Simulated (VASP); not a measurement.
# Au (P6_3/mmc) in VASP: density of states with LDA

Aim: the density of states of Au with LDA.

Program: VASP 6.6.1. These are calculated values, not measurements. Logs are shortened: lines on timing, memory, paths and dates and some standing lists are left out, and cuts for length are marked.

**1. The cell of the first run**

The structure is hexagonal, space group P6_3/mmc (No. 194). The conventional cell has a = 2.839 Å, b = 2.839 Å, c = 4.753 Å, α = 90.00°, β = 90.00°, γ = 120.00°. Au (site symmetry -6m2) has 12 Au at 2.84 to 2.89 Å within 3.7 Å.

**2. Density of states, LDA**

POSCAR reads:

```
Au
1.0
    2.8387329503      0.0000000000      0.0000000000
   -1.4193664751      2.4584148495      0.0000000000
    0.0000000000      0.0000000000      4.7533100706
Au
2
Direct
    0.3333333333      0.6666666667      0.7500000000
    0.6666666667      0.3333333333      0.2500000000
```

INCAR.step1 reads:

```
SYSTEM = Au
  ALGO = Normal
  EDIFF = 1E-7
  ENCUT = 520
  ISIF = 2
  ISMEAR = 0
  LASPH = .TRUE.
  LCHARG = .TRUE.
  LMAXMIX = 4
  LREAL = .FALSE.
  LWAVE = .FALSE.
  NBANDS = 18
  NELM = 80
  PREC = Accurate
  SIGMA = 0.1
```

KPOINTS.step1 reads:

```
k-points
0
G
  18 18 10
  0 0 0
```

INCAR.step2 reads:

```
SYSTEM = Au
  ALGO = Normal
  EDIFF = 1E-7
  ENCUT = 520
  ICHARG = 11
  ISIF = 2
  ISMEAR = -5
  LASPH = .TRUE.
  LCHARG = .FALSE.
  LMAXMIX = 4
  LORBIT = 11
  LREAL = .FALSE.
  LWAVE = .FALSE.
  NEDOS = 2001
  NELM = 80
  PREC = Accurate
  SIGMA = 0.1
```

KPOINTS.step2 reads:

```
k-points
0
G
  27 27 15
  0 0 0
```

Potentials or basis: VASP PAW LDA potentials, release 64 (Au).

On the command line:

```sh
$ cat potpaw_LDA.64/Au/POTCAR > POTCAR
$ cp INCAR.step1 INCAR
$ cp KPOINTS.step1 KPOINTS
$ mpirun -np 1 vasp_std > vasp.out
$ cp INCAR.step2 INCAR
$ cp KPOINTS.step2 KPOINTS
$ mpirun -np 1 vasp_std > vasp.out
```

OUTCAR:

```text
SYSTEM = Au
   EDIFF = 1E-7
   ENCUT = 520
   ICHARG = 11
   ISIF = 2
   ISMEAR = -5
   LASPH = .TRUE.
   LORBIT = 11
   LREAL = .FALSE.
   NELM = 80
   PREC = Accurate

 ion  position               nearest neighbor table
   1  0.333  0.667  0.750-   2 2.89   2 2.89   2 2.89   2 2.89   2 2.89   2 2.89
   2  0.667  0.333  0.250-   1 2.89   1 2.89   1 2.89   1 2.89   1 2.89   1 2.89

  LATTYP: Found a hexagonal cell.
 ALAT       =     2.8387329503
 C/A-ratio  =     1.6744477743

  Lattice vectors:

 A1 = (   2.8387329503,   0.0000000000,   0.0000000000)
 A2 = (  -1.4193664751,   2.4584148495,   0.0000000000)
 A3 = (   0.0000000000,   0.0000000000,   4.7533100706)

Analysis of symmetry for initial positions (statically):
[... 10 lines left out ...]

The static configuration has the point symmetry D_3d.
 The point group associated with its full space group is D_6h.

Analysis of symmetry for dynamics (positions and initial velocities):
[... 10 lines left out ...]

The dynamic configuration has the point symmetry D_3d.
 The point group associated with its full space group is D_6h.

 Subroutine INISYM returns: Found 24 space group operations
[... 5 lines left out ...]
                                     Primitive cell

  volume of cell :      33.1723

  direct lattice vectors                    reciprocal lattice vectors
     2.838732950  0.000000000  0.000000000     0.352269839  0.203383086  0.000000000
    -1.419366475  2.458414849  0.000000000     0.000000000  0.406766173  0.000000000
     0.000000000  0.000000000  4.753310071     0.000000000  0.000000000  0.210379711

  length of vectors
     2.838732950  2.838732950  4.753310071     0.406766173  0.406766173  0.210379711

  position of ions in fractional coordinates (direct lattice)
     0.333333333  0.666666667  0.750000000
     0.666666667  0.333333333  0.250000000

  ion indices of the primitive-cell ions
   primitive index   ion index
                 1           1
                 2           2

----------------------------------------------------------------------------------------

 KPOINTS: k-points

Automatic generation of k-mesh.
 Grid dimensions read from file:
 generate k-points for:   27   27   15

 Generating k-lattice:

  Cartesian coordinates                     Fractional coordinates (reciprocal lattice)
     0.013047031  0.007532707  0.000000000     0.037037037 -0.000000000  0.000000000
     0.000000000  0.015065414  0.000000000     0.000000000  0.037037037  0.000000000
     0.000000000  0.000000000  0.014025314     0.000000000  0.000000000  0.066666667

  Length of vectors
     0.015065414  0.015065414  0.014025314

  Shift w.r.t. Gamma in fractional coordinates (k-lattice)
     0.000000000  0.000000000  0.000000000

 TETIRR: Found  10722 inequivalent tetrahedra from    65610

 Subroutine IBZKPT returns following result:
 ===========================================

 Found    600 irreducible k-points:

 Following reciprocal coordinates:
            Coordinates               Weight
  0.000000  0.000000  0.000000      1.000000
  0.037037 -0.000000  0.000000      6.000000
  0.074074 -0.000000  0.000000      6.000000
  0.111111 -0.000000  0.000000      6.000000
  0.148148 -0.000000  0.000000      6.000000
  0.185185  0.000000  0.000000      6.000000
[... 16 lines left out ...]
  0.333333  0.037037  0.000000     12.000000
  0.370370  0.037037  0.000000     12.000000
 [... further k-points ...]
   k-points           NKPTS =    600   k-points in BZ     NKDIM =    600   number of bands    NBANDS=     15
   number of dos      NEDOS =   2001   number of ions     NIONS =      2
   total plane-waves  NPLWV =  20736
   dimension x,y,z NGX =    24 NGY =   24 NGZ =   36
   dimension x,y,z NGXF=    48 NGYF=   48 NGZF=   72
   ions per type =               2
   NGX,Y,Z   is equivalent  to a cutoff of  14.06, 14.06, 12.59 a.u.
   NGXF,Y,Z  is equivalent  to a cutoff of  28.11, 28.11, 25.18 a.u.
 SYSTEM =  Au
   PREC   = accura    normal or accurate (medium, high low for compatibility)
   ISTART =      0    job   : 0-new  1-cont  2-samecut
   ICHARG =     11    charge: 1-file 2-atom 10-const
   ISPIN  =      1    spin polarized calculation?
   LNONCOLLINEAR =      F non collinear calculations
   LSORBIT =      F    spin-orbit coupling
   LASPH  =      T    aspherical Exc in radial PAW
   ENCUT  =  520.0 eV  38.22 Ry    6.18 a.u.   5.28  5.28  8.84*2*pi/ulx,y,z
   NELM   =     80;   NELMIN=  2; NELMDL=  0     # of ELM steps
   EDIFF  = 0.1E-06   stopping-criterion for ELM
   LREAL  =      F    real-space projection
   EDIFFG = 0.1E-05   stopping-criterion for IOM
   NSW    =      0    number of steps for IOM
   IBRION =     -1    ionic relax: 0-MD 1-quasi-New 2-CG
   NFREE  =      0    steps in history (QN), initial steepest desc. (CG)
   ISIF   =      2    stress and relaxation
   ISYM   =      2    0-nonsym 1-usesym 2-fastsym
   POTIM  = 0.5000    time-step for ionic-motion
   TEBEG  =    0.0;   TEEND  =   0.0 temperature during run
   PSTRESS=    0.0 pullay stress
   NELECT =      22.0000    total number of electrons
   NUPDOWN=      -1.0000    fix difference up-down
   EMIN   =  10.00;   EMAX   =-10.00  energy-range for DOS
   EFERMI =   0.00;   METHOD = LEGACY
   ISMEAR =    -5;   SIGMA  =   0.10  broadening in eV -4-tet -1-fermi 0-gaus
   EFERMI_NEDOS =   21; number of points for ismear=-14 and -15
   IALGO  =     38    algorithm
   IMIX   =      4    mixing-type and parameters
     AMIX     =   0.40;   BMIX     =  1.00
     AMIX_MAG =   1.60;   BMIX_MAG =  1.00
  volume/ion in A,a.u.               =      16.59       111.93
  Fermi-wavevector in a.u.,A,eV,Ry     =   1.427657  2.697880 27.731442  2.038204
  Thomas-Fermi vector in A             =   2.547803
   LORBIT       =     11    0 simple, 1 ext, 2 COOP (PROOUT), +10 PAW based schemes
   GGA     = CA    functional components
   LHFCALC =     F    Hartree Fock is set to
   AEXX    =    0.0000 exact exchange contribution
   IVDW    =     0    specifies the selected vdW correction
   LEPSILON=     F    determine dielectric tensor
   LRPA    =     F    only Hartree local field effects (RPA)
 non-spin polarized calculation
 Fermi weights with tetrahedron method with Bloechl corrections
  energy-cutoff  :      520.00
  volume of cell :       33.17
 maximum number of plane-waves:       907
 NGX is ok and might be reduce to    24

 number of electron      22.0000000 magnetization

 Free energy of the ion-electron system (eV)
  ---------------------------------------------------
  ext. energy  EPLUGINS =         0.00000000
  ---------------------------------------------------
  free energy    TOTEN  =        -8.87788014 eV

  energy without entropy =       -8.87788014  energy(sigma->0) =       -8.87788014

 E-fermi :   9.7276     XC(G=0): -13.1405

 val. band max:        9.7176184656   @ k =   0.4815   0.0370   0.2667
 cond. band min:       9.6535840503   @ k =   0.4074   0.0370   0.4667
 fundamental gap:     -0.0640344154
 Fermi energy:         9.7275914639

 k-point     1 :       0.0000    0.0000    0.0000
  band No.  band energies     occupation
      1      -0.4557      2.00000
      2       2.0578      2.00000
      3       4.7133      2.00000
      4       4.9967      2.00000
      5       4.9967      2.00000
      6       5.3315      2.00000
      7       5.3315      2.00000
      8       6.0544      2.00000
      9       6.0544      2.00000
     10       7.5192      2.00000
     11       7.5193      2.00000
     12       8.4359      2.00000
     13      12.5786      0.00000
     14      24.2657      0.00000
     15      25.4667      0.00000

 k-point     2 :       0.0370   -0.0000    0.0000
  band No.  band energies     occupation
      1      -0.4108      2.00000
      2       2.0958      2.00000
      3       4.6956      2.00000
      4       5.0105      2.00000
      5       5.0274      2.00000
      6       5.3139      2.00000
      7       5.3603      2.00000
      8       6.0220      2.00000
      9       6.0348      2.00000
     10       7.2305      2.00000
     11       7.5279      2.00000
     12       8.7770      2.00000
     13      12.5772      0.00000
     14      24.3074      0.00000
     15      25.5282      0.00000

 k-point     3 :       0.0741   -0.0000    0.0000
  band No.  band energies     occupation
      1      -0.2773      2.00000
      2       2.2066      2.00000
      3       4.6402      2.00000
      4       5.0550      2.00000
      5       5.1189      2.00000
      6       5.2671      2.00000
      7       5.4458      2.00000
      8       5.9134      2.00000
      9       5.9789      2.00000
     10       6.7782      2.00000
     11       7.5516      2.00000
     12       9.3993      2.04415
     13      12.5740      0.00000
     14      24.3837      0.00000
     15      25.7049      0.00000

 k-point     4 :       0.1111   -0.0000    0.0000
  band No.  band energies     occupation
      1      -0.0593      2.00000
      2       2.3806      2.00000
      3       4.5522      2.00000
      4       5.0974      2.00000
      5       5.2391      2.00000
      6       5.2690      2.00000
      7       5.5857      2.00000
      8       5.6925      2.00000
      9       5.8937      2.00000
     10       6.4052      2.00000
     11       7.5852      2.00000
     12      10.0982     -0.02885
     13      12.5714      0.00000
     14      24.2193      0.00000
     15      25.8744      0.00000
[... 307 lines left out ...]
 k-point    22 :       0.2963    0.0370    0.0000
  band No.  band energies     occupation
      1       2.0325      2.00000
      2       2.9901      2.00000
      3       3.8047      2.00000
      4       4.6960      2.00000
      5       5.0028      2.00000
      6       5.2159      2.00000
      7       5.5327      2.00000
      8       6.6395      2.00000
      9       6.8866      2.00000
     10       7.1884      2.00000
     11       7.7363      2.00000
     12      13.0113      0.00000
     13      14.4321      0.00000
     14      17.1575      0.00000
     15      21.7744      0.00000

 k-point    23 :       0.3333    0.0370    0.0000
  band No.  band energies     occupation
      1       2.3131      2.00000
      2       2.8912      2.00000
      3       3.5738      2.00000
      4       4.8763      2.00000
      5       5.1343      2.00000
      6       5.2324      2.00000
      7       5.4186      2.00000
      8       7.0721      2.00000
      9       7.2014      2.00000
     10       7.5996      2.00000
     11       7.7486      2.00000
     12      13.3353      0.00000
     13      15.2017      0.00000
     14      15.7747      0.00000
     15      21.0262      0.00000

 k-point    24 :       0.3704    0.0370    0.0000
  band No.  band energies     occupation
      1       2.4897      2.00000
      2       2.7961      2.00000
      3       3.3925      2.00000
      4       5.0710      2.00000
      5       5.0908      2.00000
      6       5.3224      2.00000
      7       5.4612      2.00000
      8       7.4351      2.00000
      9       7.5005      2.00000
     10       7.7569      2.00000
     11       8.1253      2.00000
     12      13.7978      0.00000
     13      14.4466      0.00000
     14      15.9221      0.00000
     15      20.1365      0.00000

 [... further k-points ...]
[... 5 lines left out ...]
  --------------------------------------------------------------------------------------
  -------------------------------------------------------------------------------------
  Total        0.1393391      0.1393391      0.1305476      0.0000000     -0.0000000      0.0000000
  in kB        6.7298859      6.7298859      6.3052694      0.0000000     -0.0000000      0.0000000
  external PRESSURE =       6.5883471 kB  Pullay stress =       0.0000000 kB

 VOLUME and BASIS-vectors are now :
 -----------------------------------------------------------------------------
  energy-cutoff  :      520.00
  volume of cell :       33.17
      direct lattice vectors                 reciprocal lattice vectors
     2.838732950  0.000000000  0.000000000     0.352269839  0.203383086  0.000000000
    -1.419366475  2.458414849  0.000000000     0.000000000  0.406766173  0.000000000
     0.000000000  0.000000000  4.753310071     0.000000000  0.000000000  0.210379711

 POSITION                                       TOTAL-FORCE (eV/Angst)
 -----------------------------------------------------------------------------------
     -0.00000      1.63894      3.56498        -0.000000      0.000000      0.000000
      1.41937      0.81947      1.18833         0.000000     -0.000000      0.000000
 -----------------------------------------------------------------------------------
    total drift:                               -0.000000      0.000000     -0.000000

  FREE ENERGIE OF THE ION-ELECTRON SYSTEM (eV)
  ---------------------------------------------------
  free  energy   TOTEN  =        -8.8778801364 eV

  energy  without entropy=       -8.8778801364  energy(sigma->0) =       -8.87788014

 total charge

# of ion       s       p       d       tot
------------------------------------------
    1        0.551   0.381   8.761   9.694
    2        0.551   0.381   8.761   9.694
--------------------------------------------------
tot          1.103   0.763  17.522  19.387
```

Wall time 3.1 min (1 thread of Intel Xeon Platinum 8259CL at 2.50GHz (Skylake/Cascade Lake), shared host); peak memory 0.37 GiB.

What came out:

```
Valence electrons inside the program's atomic spheres : Au 9.69
```

Levels at points of the mesh, in eV from the Fermi level:
```
           k point  band 9  band 10  band 11  band 12  band 13  band 14
(0.00, 0.00, 0.00)   -3.67    -2.21    -2.21    -1.29     2.85    14.54
```

Caveat: spin-orbit coupling is left out, which moves the levels of the heavy elements; tetrahedron occupations give inexact forces and stress in metals.
